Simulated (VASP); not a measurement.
# ZnS (I-4m2) in VASP: a series of runs

ZnS is run at these levels: PBEsol; tasks: single point.

All numbers are computed with VASP 6.6.1; they aren't measurements. Logs are shortened: lines on timing, memory, paths and dates and some standing lists are left out, and cuts for length are marked.

### Step 1. The cell of the first run

Symmetry: I-4m2, No. 119, tetragonal system. Conventional cell: a = 3.749 Å, b = 3.749 Å, c = 5.422 Å, α = 90.00°, β = 90.00°, γ = 90.00°. Zn (site symmetry -4m2) has 4 S at 2.31 Å within 3.1 Å. Within 3.1 Å of S (site symmetry -4m2) lie 4 Zn at 2.31 Å.

### Step 2. Single point, PBEsol (film at in-plane strain -0.01)

INCAR reads:

```
ALGO     = Normal         # electronic algorithm
EDIFF    = 1E-6           # SCF threshold, eV
ENCUT    = 500            # plane-wave cutoff, eV
GGA      = PS             # functional
GGA_COMPAT= F            
ISIF     = 2              # what is computed and relaxed
ISMEAR   = 0              # smearing method
LASPH    = T              # aspherical terms in the spheres
LCHARG   = T              # write CHGCAR
LELF     = T              # ELF
LREAL    = F              # projectors in reciprocal space
LVHAR    = T            
LWAVE    = F              # write WAVECAR
NBANDS   = 16             # bands
NELM     = 120            # most SCF steps
PREC     = Accurate       # precision mode
SIGMA    = 0.01           # smearing width, eV
```

KPOINTS reads:

```
k-points
0
Gamma
  8 8 8
```

POSCAR reads:

```
ZnS
1.0
    2.6509919054      2.6509919054      0.0000000000
   -2.6509919054      2.6509919054      0.0000000000
    0.0000000000      2.6509919054      2.7108988110
Zn S
1 1
Direct
    0.7500000000      0.2500000000      0.5000000000
    0.0000000000      0.0000000000      0.0000000000
```

Potentials or basis: VASP PAW PBE potentials, release 64 (Zn, S).

Started as:

```sh
$ cat potpaw_PBE.64/Zn/POTCAR potpaw_PBE.64/S/POTCAR > POTCAR
$ mpirun -np 1 vasp_std > vasp.out
```

OUTCAR:

```text
EDIFF = 1E-6
   ENCUT = 500
   GGA = PS
   ISIF = 2
   ISMEAR = 0
   LASPH = T
   LREAL = F
   NELM = 120
   PREC = Accurate

 ion  position               nearest neighbor table
   1  0.750  0.250  0.500-   2 2.31   2 2.31   2 2.31   2 2.31
   2  0.000  0.000  0.000-   1 2.31   1 2.31   1 2.31   1 2.31

  LATTYP: Found a body centered tetragonal cell.
 ALAT       =     3.7490687064
 C/A-ratio  =     1.4461718487

  Lattice vectors:

 A1 = (   2.6509919054,   0.0000000000,  -2.7108988110)
 A2 = (  -2.6509919054,   0.0000000000,  -2.7108988110)
 A3 = (   0.0000000000,   2.6509919054,   2.7108988110)

Analysis of symmetry for initial positions (statically):
=====================================================================
 Subroutine PRICEL returns:
 Original cell was already a primitive cell.

 Routine SETGRP: Setting up the symmetry group for a
 body centered tetragonal supercell.

 Subroutine GETGRP returns: Found  8 space group operations
 (whereof  8 operations were pure point group operations)
 out of a pool of 16 trial point group operations.

The static configuration has the point symmetry D_2d.

Analysis of symmetry for dynamics (positions and initial velocities):
=====================================================================
 Subroutine PRICEL returns:
 Original cell was already a primitive cell.

 Routine SETGRP: Setting up the symmetry group for a
 body centered tetragonal supercell.

 Subroutine GETGRP returns: Found  8 space group operations
 (whereof  8 operations were pure point group operations)
 out of a pool of 16 trial point group operations.

The dynamic configuration has the point symmetry D_2d.

 Subroutine INISYM returns: Found  8 space group operations
 (whereof  8 operations are pure point group operations),
 and found     1 'primitive' translations

----------------------------------------------------------------------------------------

                                     Primitive cell

  volume of cell :      38.1031

  direct lattice vectors                    reciprocal lattice vectors
     2.650991905  2.650991905  0.000000000     0.188608648  0.188608648 -0.184440673
    -2.650991905  2.650991905  0.000000000    -0.188608648  0.188608648 -0.184440673
     0.000000000  2.650991905  2.710898811     0.000000000  0.000000000  0.368881345

  length of vectors
     3.749068706  3.749068706  3.791665920     0.324291237  0.324291237  0.368881345

  position of ions in fractional coordinates (direct lattice)
[... 79 lines left out ...]
   EDIFF  = 0.1E-05   stopping-criterion for ELM
   LREAL  =      F    real-space projection
   EDIFFG = 0.1E-04   stopping-criterion for IOM
   NSW    =      0    number of steps for IOM
   IBRION =     -1    ionic relax: 0-MD 1-quasi-New 2-CG
   NFREE  =      0    steps in history (QN), initial steepest desc. (CG)
   ISIF   =      2    stress and relaxation
   ISYM   =      2    0-nonsym 1-usesym 2-fastsym
   POTIM  = 0.5000    time-step for ionic-motion
   TEBEG  =    0.0;   TEEND  =   0.0 temperature during run
   PSTRESS=    0.0 pullay stress
   NELECT =      18.0000    total number of electrons
   NUPDOWN=      -1.0000    fix difference up-down
   EMIN   =  10.00;   EMAX   =-10.00  energy-range for DOS
   EFERMI =   0.00;   METHOD = LEGACY
   ISMEAR =     0;   SIGMA  =   0.01  broadening in eV -4-tet -1-fermi 0-gaus
   EFERMI_NEDOS =   21; number of points for ismear=-14 and -15
   IALGO  =     38    algorithm
   IMIX   =      4    mixing-type and parameters
     AMIX     =   0.40;   BMIX     =  1.00
     AMIX_MAG =   1.60;   BMIX_MAG =  1.00
  volume/ion in A,a.u.               =      19.05       128.57
  Fermi-wavevector in a.u.,A,eV,Ry     =   1.275006  2.409412 22.118186  1.625641
  Thomas-Fermi vector in A             =   2.407743
   LORBIT       =      0    0 simple, 1 ext, 2 COOP (PROOUT), +10 PAW based schemes
   GGA     = PS    functional components
   LHFCALC =     F    Hartree Fock is set to
   AEXX    =    0.0000 exact exchange contribution
   IVDW    =     0    specifies the selected vdW correction
   LEPSILON=     F    determine dielectric tensor
   LRPA    =     F    only Hartree local field effects (RPA)
 non-spin polarized calculation
 Gauss-broadening in eV      SIGMA  =   0.01
  energy-cutoff  :      500.00
  volume of cell :       38.10
 maximum number of plane-waves:       982
   NGX = 13   NGY = 13   NGZ = 13

 number of electron      18.0000020 magnetization

 Free energy of the ion-electron system (eV)
  ---------------------------------------------------
  ext. energy  EPLUGINS =         0.00000000
  ---------------------------------------------------
  free energy    TOTEN  =        -7.58557654 eV

  energy without entropy =       -7.58557654  energy(sigma->0) =       -7.58557654

 E-fermi :   2.4769     XC(G=0): -10.0147

 val. band max:        2.3728520516   @ k =   0.0000   0.0000   0.0000
 cond. band min:       4.4723345895   @ k =   0.0000   0.0000   0.0000
 fundamental gap:      2.0994825380
 Fermi energy:         2.4768757504

 k-point     1 :       0.0000    0.0000    0.0000
  band No.  band energies     occupation
      1     -11.0597      2.00000
      2      -4.1830      2.00000
      3      -4.1688      2.00000
      4      -4.1688      2.00000
      5      -3.6376      2.00000
      6      -3.6290      2.00000
[... 433 lines left out ...]
      3      -4.0619      2.00000
      4      -4.0580      2.00000
      5      -3.6511      2.00000
      6      -3.5942      2.00000
[... 8 lines left out ...]
     15      14.7739      0.00000
     16      15.5146      0.00000

 [... further k-points ...]

------------------------ aborting loop because EDIFF is reached ----------------------------------------

  FORCE on cell =-STRESS in cart. coord.  units (eV):
  Direction    XX          YY          ZZ          XY          YZ          ZX
  --------------------------------------------------------------------------------------
  -------------------------------------------------------------------------------------
  Total        0.2784571      0.2784571      0.0477085      0.0000000      0.0000000      0.0000000
  in kB       11.7087026     11.7087026      2.0060697      0.0000000      0.0000000      0.0000000
  external PRESSURE =       8.4744917 kB  Pullay stress =       0.0000000 kB

 VOLUME and BASIS-vectors are now :
 -----------------------------------------------------------------------------
  energy-cutoff  :      500.00
  volume of cell :       38.10
      direct lattice vectors                 reciprocal lattice vectors
     2.650991905  2.650991905  0.000000000     0.188608648  0.188608648 -0.184440673
    -2.650991905  2.650991905  0.000000000    -0.188608648  0.188608648 -0.184440673
     0.000000000  2.650991905  2.710898811     0.000000000  0.000000000  0.368881345

 POSITION                                       TOTAL-FORCE (eV/Angst)
 -----------------------------------------------------------------------------------
      1.32550      3.97649      1.35545         0.000000      0.000000      0.000000
      0.00000      0.00000      0.00000        -0.000000     -0.000000      0.000000
 -----------------------------------------------------------------------------------
    total drift:                                0.000001      0.000000     -0.000000

  FREE ENERGIE OF THE ION-ELECTRON SYSTEM (eV)
  ---------------------------------------------------
  free  energy   TOTEN  =        -7.5855765435 eV

  energy  without entropy=       -7.5855765435  energy(sigma->0) =       -7.58557654
```

Wall time 28 s (1 thread of Intel Xeon Platinum 8488C (Sapphire Rapids), shared host); peak memory 0.17 GiB.

Results:

```
Free energy            : -7.5856 eV
Pressure               : 0.8 GPa
Band gap on the k mesh : 2.10 eV, direct
```

Caveat: the cell differs from its parent crystal (film at in-plane strain -0.01); the PAW data sets were made with another functional, which shifts forces and pressure a little.

[end of part 1 of 3]
